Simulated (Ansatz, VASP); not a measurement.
# Cu: VASP beside Ansatz

The input INCAR:

```
PREC     = Accurate       # precision mode
ENCUT    = 520            # plane-wave cutoff, eV
EDIFF    = 1E-6           # SCF threshold, eV
ISMEAR   = -1             # smearing method
SIGMA    = 0.05           # smearing width, eV
LREAL    = False          # projectors in reciprocal space
LASPH    = True           # aspherical terms in the spheres
NELM     = 60             # most SCF steps
ALGO     = Normal         # electronic algorithm
ISIF     = 2              # what is computed and relaxed
LWAVE    = False          # write WAVECAR
LCHARG   = False          # write CHGCAR
NBANDS   = 12             # bands
```

Contents of KPOINTS:

```
regular mesh
0
Gamma
  18 18 18
```

The input POSCAR:

```
Cu
1.0
    0.0000000000      1.6859347935      1.6859347935
    1.6859347935      0.0000000000      1.6859347935
    1.6859347935      1.6859347935      0.0000000000
Cu
1
Direct
    0.0000000000      0.0000000000      0.0000000000
```

Input for Ansatz:

```yaml
crystal:
  lattice:
    - [0.0, 1.6859347935, 1.6859347935]
    - [1.6859347935, 0.0, 1.6859347935]
    - [1.6859347935, 1.6859347935, 0.0]
  atoms:
    - { symbol: Cu, position: [0.0, 0.0, 0.0] }
kpoints:
  mp_grid: { grid: [18, 18, 18] }
scf:
  occupations: { method: fermi_dirac, width: 0.05 }
hamiltonian:
  xc: lda
  pseudopotentials: { kind: all_electron, lapw: { basis_error: 0.001 } }
output:
  forces: true
  stress: true
  eigenvalues: true
  populations: true
```

Change from the starting cell: volume scaled by 0.88, LAPW.

Alike in both runs: task single point; functional LDA; k mesh 18 × 18 × 18; occupations fermi-dirac, width 0.05 eV; no spin polarisation.

|  | VASP | Ansatz |
| --- | --- | --- |
| version | VASP 6.6.1 | Ansatz 0.2.0 |
| potentials or method | VASP PAW LDA potentials, release 64 (Cu), cutoff 520 eV | all-electron LAPW, scalar-relativistic |

VASP gave:

| Quantity | Value |
| --- | --- |
| pressure (GPa) | 34.0 |

**Question.** Estimate Ansatz's values.

**Answer.** Pressure (GPa): 33.0.

LDA's correlation is that of Perdew and Zunger in VASP and of Perdew and Wang (1992) in Ansatz. Both programs put the cell under a high pressure, so it lies far from rest at this level. Ansatz ran all-electron here, and VASP with PAW potentials.
